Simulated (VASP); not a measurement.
Set up this calculation in VASP 6.6.1, as the native input.

| Property | Result |
| --- | --- |
| Task | single point |
| Functional | PBE |
| Potentials or basis | VASP PAW PBE potentials, release 64 (B, C, Br) |
| Cutoff | 520 eV |
| k mesh | 6 × 6 × 2 |
| Occupations | gaussian, width 0.1 eV |
| Spin | collinear spin |
| Starting moments | [0.0, 0.0, 0.0, 1.0, 1.0, 0.0] μB |
| Dipole correction | no |
| Further INCAR settings | ALGO = Fast; EDIFF = 1e-06; NBANDS = 25 |

The structure of B3C2Br lies in POSCAR:

```
B3C2Br
1.0
    2.7360057003      0.0000000000      0.0000000000
   -1.3680028501      2.3694504413      0.0000000000
    0.0000000000      0.0000000000     10.9424724781
B C Br
3 2 1
Direct
    0.6666666667      0.3333333333      0.3585667477
    0.3333333333      0.6666666667      0.6414332523
    0.0000000000      0.0000000000      0.5000000000
    0.6666666667      0.3333333333      0.6367468666
    0.3333333333      0.6666666667      0.3632531334
    0.0000000000      0.0000000000      0.0000000000
```

The cell was generated, and may not be a known phase.

One way to write it, as run:

INCAR

```
SYSTEM = B3C2Br
PREC     = Accurate       ! precision mode
ENCUT    = 520            ! plane-wave cutoff, eV
EDIFF    = 1E-6           ! SCF threshold, eV
ISMEAR   = 0              ! smearing method
SIGMA    = 0.1            ! smearing width, eV
LREAL    = .False.        ! projectors in reciprocal space
LASPH    = .True.         ! aspherical terms in the spheres
NELM     = 150            ! most SCF steps
ALGO     = Fast           ! electronic algorithm
ISIF     = 2              ! what is computed and relaxed
LWAVE    = .False.        ! write WAVECAR
LCHARG   = .False.        ! write CHGCAR
ISPIN    = 2              ! spin polarisation
MAGMOM   = 0 0 0 1 1 0    ! initial moments
LORBIT   = 11             ! projections on sites
GGA      = PE             ! functional
NBANDS   = 25             ! bands
```

KPOINTS

```
Automatic mesh
0
Gamma
  6 6 2
  0 0 0
```

Potentials or basis: VASP PAW PBE potentials, release 64 (B, C, Br).

Launch:

```bash
$ cat potpaw_PBE.64/B/POTCAR potpaw_PBE.64/C/POTCAR potpaw_PBE.64/Br/POTCAR > POTCAR
$ mpirun -np 1 vasp_std > vasp.out
```

Results of the run:

```
Pressure                                              : 0.2 GPa
Largest force                                         : 0.019 eV/Å
Band gap on the k mesh                                : zero (filled and empty bands overlap)
Net moment                                            : 0.00 μB per cell
Valence electrons inside the program's atomic spheres : B 2.02, 1.44 (each value once); C 2.49; Br 4.80
```

Caveat: the k points lie up to 0.44 Å⁻¹ apart, too coarse for converged energies and pressures of a metal; this functional lacks dispersion, which binds layers or chains, so the pressure and a relaxed spacing across them are unreliable.

Run time: 46 s on 1 thread of Oxide Virtual Turin-like Processor, with other jobs on the host, peak memory 0.18 GiB.
